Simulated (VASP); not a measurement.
# MgS (Fm-3m) in VASP: G0W0 quasiparticle levels with PBE

Aim: the G0W0 quasiparticle levels of MgS with PBE.

All numbers are computed with VASP 6.6.1; they aren't measurements. Logs are shortened: lines on timing, memory, paths and dates and some standing lists are left out, and cuts for length are marked.

## 1. The cell of the first run

It takes space group Fm-3m (No. 225, cubic). The conventional cell has a = 5.203 Å, b = 5.203 Å, c = 5.203 Å, α = 90.00°, β = 90.00°, γ = 90.00°. Within 3.4 Å of Mg (site symmetry m-3m) lie 6 S at 2.60 Å. Within 3.4 Å of S (site symmetry m-3m) lie 6 Mg at 2.60 Å.

## 2. G0W0 quasiparticle levels, PBE

Input file POSCAR:

```
MgS
1.0
    0.0000000000      2.6015179369      2.6015179369
    2.6015179369      0.0000000000      2.6015179369
    2.6015179369      2.6015179369      0.0000000000
Mg S
1 1
Direct
    0.0000000000      0.0000000000      0.0000000000
    0.5000000000      0.5000000000      0.5000000000
```

Input file INCAR.step1:

```
PREC = Accurate
ENCUT = 500
EDIFF = 1E-8
ISMEAR = 0
SIGMA = 0.01
LREAL = False
LASPH = True
NELM = 100
ALGO = Normal
LWAVE = True
LCHARG = False
GGA = PE
```

Input file INCAR.step2:

```
PREC = Accurate
ENCUT = 500
EDIFF = 1E-8
ISMEAR = 0
SIGMA = 0.01
LREAL = False
LASPH = True
NELM = 1
ALGO = Exact
LWAVE = True
LCHARG = False
GGA = PE
NBANDS = 61
LOPTICS = True
ISTART = 1
```

Input file INCAR.step3:

```
PREC = Accurate
ENCUT = 500
EDIFF = 1E-8
ISMEAR = 0
SIGMA = 0.01
LREAL = False
LASPH = True
ALGO = EVGW0
LWAVE = False
LCHARG = False
GGA = PE
NELMGW = 1
NBANDS = 61
ENCUTGW = 80.0
NOMEGA = 96
PRECFOCK = Fast
ISTART = 1
NBANDSGW = 12
OMEGAMAX = 20
```

Input file KPOINTS:

```
Automatic mesh
0
Gamma
  8 8 8
```

Potentials or basis: VASP PAW PBE potentials, release 64 (Mg_GW, S_GW).

Command:

```sh
$ cat potpaw_PBE.64/Mg_GW/POTCAR potpaw_PBE.64/S_GW/POTCAR > POTCAR
$ cp INCAR.step1 INCAR
$ mpirun -np 1 vasp_std > vasp.out
$ cp INCAR.step2 INCAR
$ mpirun -np 1 vasp_std > vasp.out
$ cp INCAR.step3 INCAR
$ mpirun -np 1 vasp_std > vasp.out
```

OUTCAR:

```text
PREC = Accurate
   ENCUT = 500
   EDIFF = 1E-8
   ISMEAR = 0
   LREAL = False
   LASPH = True
   GGA = PE
   NELMGW = 1
   ENCUTGW = 80.0
   PRECFOCK = Fast
   ISTART = 1

 ion  position               nearest neighbor table
   1  0.000  0.000  0.000-
   2  0.500  0.500  0.500-

  LATTYP: Found a face centered cubic cell.
 ALAT       =     5.2030358738

  Lattice vectors:

 A1 = (   0.0000000000,   2.6015179369,   2.6015179369)
 A2 = (   2.6015179369,   0.0000000000,   2.6015179369)
 A3 = (   2.6015179369,   2.6015179369,   0.0000000000)

Analysis of symmetry for initial positions (statically):
=====================================================================
 Subroutine PRICEL returns:
 Original cell was already a primitive cell.

 Routine SETGRP: Setting up the symmetry group for a
 face centered cubic supercell.

 Subroutine GETGRP returns: Found 48 space group operations
 (whereof 48 operations were pure point group operations)
 out of a pool of 48 trial point group operations.

The static configuration has the point symmetry O_h .

Analysis of symmetry for dynamics (positions and initial velocities):
=====================================================================
 Subroutine PRICEL returns:
 Original cell was already a primitive cell.

 Routine SETGRP: Setting up the symmetry group for a
 face centered cubic supercell.

 Subroutine GETGRP returns: Found 48 space group operations
 (whereof 48 operations were pure point group operations)
 out of a pool of 48 trial point group operations.

The dynamic configuration has the point symmetry O_h .

 Subroutine INISYM returns: Found 48 space group operations
 (whereof 48 operations are pure point group operations),
 and found     1 'primitive' translations

----------------------------------------------------------------------------------------

                                     Primitive cell

  volume of cell :      35.2136

  direct lattice vectors                    reciprocal lattice vectors
     0.000000000  2.601517937  2.601517937    -0.192195484  0.192195484  0.192195484
     2.601517937  0.000000000  2.601517937     0.192195484 -0.192195484  0.192195484
     2.601517937  2.601517937  0.000000000     0.192195484  0.192195484 -0.192195484

  length of vectors
     3.679101949  3.679101949  3.679101949     0.332892344  0.332892344  0.332892344

  position of ions in fractional coordinates (direct lattice)
     0.000000000  0.000000000  0.000000000
     0.500000000  0.500000000  0.500000000

  ion indices of the primitive-cell ions
   primitive index   ion index
                 1           1
                 2           2

----------------------------------------------------------------------------------------

 KPOINTS: Automatic mesh

Automatic generation of k-mesh.
 Grid dimensions read from file:
 generate k-points for:    8    8    8

 Generating k-lattice:

  Cartesian coordinates                     Fractional coordinates (reciprocal lattice)
    -0.024024436  0.024024436  0.024024436     0.125000000  0.000000000  0.000000000
     0.024024436 -0.024024436  0.024024436     0.000000000  0.125000000  0.000000000
     0.024024436  0.024024436 -0.024024436     0.000000000  0.000000000  0.125000000

  Length of vectors
     0.041611543  0.041611543  0.041611543

  Shift w.r.t. Gamma in fractional coordinates (k-lattice)
     0.000000000  0.000000000  0.000000000

 Subroutine IBZKPT returns following result:
 ===========================================

 Found     29 irreducible k-points:

 Following reciprocal coordinates:
            Coordinates               Weight
  0.000000  0.000000  0.000000      1.000000
  0.125000  0.000000  0.000000      8.000000
  0.250000  0.000000  0.000000      8.000000
  0.375000  0.000000  0.000000      8.000000
  0.500000  0.000000  0.000000      4.000000
  0.125000  0.125000  0.000000      6.000000
[... 16 lines left out ...]
  0.500000  0.250000  0.125000     48.000000
 -0.375000  0.250000  0.125000     24.000000
 [... further k-points ...]
   k-points           NKPTS =     29   k-points in BZ     NKDIM =    512   number of bands    NBANDS=     61
   number of dos      NEDOS =    301   number of ions     NIONS =      2
   total plane-waves  NPLWV =  21952
   dimension x,y,z NGX =    28 NGY =   28 NGZ =   28
   dimension x,y,z NGXF=    56 NGYF=   56 NGZF=   56
   ions per type =               1   1
   NGX,Y,Z   is equivalent  to a cutoff of  12.65, 12.65, 12.65 a.u.
   NGXF,Y,Z  is equivalent  to a cutoff of  25.30, 25.30, 25.30 a.u.
 SYSTEM =  unknown system
   PREC   = accura    normal or accurate (medium, high low for compatibility)
   ISTART =      1    job   : 0-new  1-cont  2-samecut
   ICHARG =      0    charge: 1-file 2-atom 10-const
   ISPIN  =      1    spin polarized calculation?
   LNONCOLLINEAR =      F non collinear calculations
   LSORBIT =      F    spin-orbit coupling
   LASPH  =      T    aspherical Exc in radial PAW
   ENCUT  =  500.0 eV  36.75 Ry    6.06 a.u.   6.71  6.71  6.71*2*pi/ulx,y,z
   NELM   =     60;   NELMIN=  2; NELMDL=  0     # of ELM steps
   EDIFF  = 0.1E-07   stopping-criterion for ELM
   LREAL  =      F    real-space projection
   EDIFFG = 0.1E-06   stopping-criterion for IOM
   NSW    =      0    number of steps for IOM
   IBRION =     -1    ionic relax: 0-MD 1-quasi-New 2-CG
   NFREE  =      0    steps in history (QN), initial steepest desc. (CG)
   ISIF   =      0    stress and relaxation
   ISYM   =      3    0-nonsym 1-usesym 2-fastsym
   POTIM  = 0.5000    time-step for ionic-motion
   TEBEG  =    0.0;   TEEND  =   0.0 temperature during run
   PSTRESS=    0.0 pullay stress
   NELECT =       8.0000    total number of electrons
   NUPDOWN=      -1.0000    fix difference up-down
   EMIN   =  10.00;   EMAX   =-10.00  energy-range for DOS
   EFERMI =   0.00;   METHOD = LEGACY
   ISMEAR =     0;   SIGMA  =   0.01  broadening in eV -4-tet -1-fermi 0-gaus
   EFERMI_NEDOS =   21; number of points for ismear=-14 and -15
   IALGO  =     38    algorithm
   IMIX   =      4    mixing-type and parameters
     AMIX     =   0.40;   BMIX     =  1.00
     AMIX_MAG =   1.60;   BMIX_MAG =  1.00
  volume/ion in A,a.u.               =      17.61       118.82
  Fermi-wavevector in a.u.,A,eV,Ry     =   0.998929  1.887702 13.576701  0.997859
  Thomas-Fermi vector in A             =   2.131185
   LORBIT       =      0    0 simple, 1 ext, 2 COOP (PROOUT), +10 PAW based schemes
   GGA     = PE    functional components
   LHFCALC =     T    Hartree Fock is set to
   PRECFOCK=fast      Normal, Fast or Accurate (Low or Medium for compatibility)
   ENCUT4O =  -1.0   cutoff for four orbital integrals eV
   NKREDX  =     1    reduce k-point grid by
   NKREDY  =     1    reduce k-point grid by
   NKREDZ  =     1    reduce k-point grid by
   AEXX    =    1.0000 exact exchange contribution
   HFSCREEN=    0.0000 screening length (either q_TF or 0.3 A-1)
   HFSCREENC=   0.0000 screening length for correlation (either q_TF or 0.3 A-1)
   ENCUTFOCK=  -1.0 apply spherical cutoff to Coloumb kernel
   IVDW    =     0    specifies the selected vdW correction
   LEPSILON=     F    determine dielectric tensor
   LRPA    =     F    only Hartree local field effects (RPA)
   LRPAFORCE           =     F    calculate RPA forces
   ENCUTGW             =  80.0    cutoff for response function in eV
   ENCUTGWSOFT         =  64.0    soft cutoff for Coulomb kernel in GW response function in eV
   ENCUTLF             =  -1.0    cutoff for local field effects
   NELMGW              =     1    number of iterations in solving QP/BSE equation
   NELMHF              =     1    number of iterations in the inner HF iteration
   NKREDLFX            =     1    NKREDLFY  =   1   NKREDLFZ  =   1
 non-spin polarized calculation
 Gauss-broadening in eV      SIGMA  =   0.01
  energy-cutoff  :      500.00
  volume of cell :       35.21
 maximum number of plane-waves:       911
  NGX = 16; NGY = 16; NGZ = 16
   NGX = 13   NGY = 13   NGZ = 13
 maximum number of plane-waves:        64
 NGX is ok and might be reduce to    14

 QP shifts <psi_nk| G(iteration)W_0 |psi_nk>: iteration 1
 for sc-GW calculations column KS-energies equals QP-energies in previous step
 and V_xc(KS)=  KS-energies - (<T + V_ion + V_H > + <T+V_H+V_ion>^1  + <V_x>^1)

 k-point   1 :       0.0000    0.0000    0.0000
  band No.  KS-energies  QP-energies   sigma(KS)   V_xc(KS)     V^pw_x(r,r')   Z            occupation Imag(sigma)

      1      -8.9304      -9.4761     -13.3773     -12.5976     -20.8571       0.6999       2.0000       1.4337
      2       3.7408       3.1084     -14.1145     -13.2977     -16.1278       0.7743       2.0000       0.0413
      3       3.7408       3.1084     -14.1145     -13.2977     -16.1278       0.7743       2.0000       0.0413
      4       3.7408       3.1084     -14.1145     -13.2977     -16.1278       0.7743       2.0000       0.0413
      5       7.4493       8.1732      -9.1110     -10.0115      -5.5596       0.8040       0.0000      -0.0488
      6      11.6600      12.3907      -8.4402      -9.3637      -4.2869       0.7913       0.0000      -0.0695
      7      11.6600      12.3907      -8.4402      -9.3637      -4.2869       0.7913       0.0000      -0.0695
      8      11.6600      12.3907      -8.4402      -9.3637      -4.2869       0.7913       0.0000      -0.0695
      9      14.0079      14.9725      -9.2153     -10.4746      -4.6003       0.7660       0.0000      -0.1270
     10      14.0079      14.9725      -9.2153     -10.4746      -4.6003       0.7660       0.0000      -0.1270
     11      16.2920      16.3456      -7.2073      -7.2792      -1.8402       0.7449       0.0000      -0.2616
     12      16.9243      17.4689      -7.7250      -8.4570      -2.0571       0.7441       0.0000      -0.3920

 k-point   2 :       0.1250    0.0000    0.0000
  band No.  KS-energies  QP-energies   sigma(KS)   V_xc(KS)     V^pw_x(r,r')   Z            occupation Imag(sigma)
[... 353 lines left out ...]
      1      -7.4288      -7.7758     -14.1063     -13.6109     -21.3286       0.7004       2.0000       1.1053
      2      -0.5637      -1.5041     -12.0783     -10.7791     -15.2550       0.7238       2.0000       0.1089
      3       1.6061       0.7595     -12.9282     -11.8090     -15.4066       0.7565       2.0000       0.0612
      4       2.5922       1.8388     -13.4320     -12.4475     -15.6653       0.7653       2.0000       0.0489
      5       9.2979      10.0895      -8.5547      -9.5509      -4.7354       0.7946       0.0000      -0.0602
      6       9.8381      10.5156      -8.7772      -9.6303      -4.8527       0.7941       0.0000      -0.0614
      7      12.1202      12.9782      -8.9777     -10.0915      -4.5677       0.7703       0.0000      -0.0923
      8      13.1312      13.9764      -9.6963     -10.8120      -5.0288       0.7576       0.0000      -0.1143
      9      15.9512      16.5980      -8.5852      -9.4382      -3.3416       0.7582       0.0000      -0.2625
     10      16.9917      17.6872      -8.4879      -9.4135      -2.8653       0.7515       0.0000      -0.4068
     11      19.1143      20.0421      -9.7701     -11.0013      -4.0167       0.7535       0.0000      -0.5033
     12      19.2631      19.7140      -8.2983      -8.8883      -2.5014       0.7641       0.0000      -0.5692

 [... further k-points ...]
```

It took 19 min on 1 thread of Intel Xeon Platinum 8259CL at 2.50GHz (Skylake/Cascade Lake), shared host; peak memory 0.9 GiB.

Results:

```yaml
Quasiparticle_gap: 4.11 eV
Least_direct_quasiparticle_gap: 5.06 eV
Band_gap_of_the_starting_levels_on_the_mesh: 2.77 eV
Least_direct_gap_of_the_starting_levels_on_the_mesh: 3.71 eV
```

Caveat: bands, screening cutoff and mesh are small and nothing is extrapolated, so the quasiparticle values aren't converged.
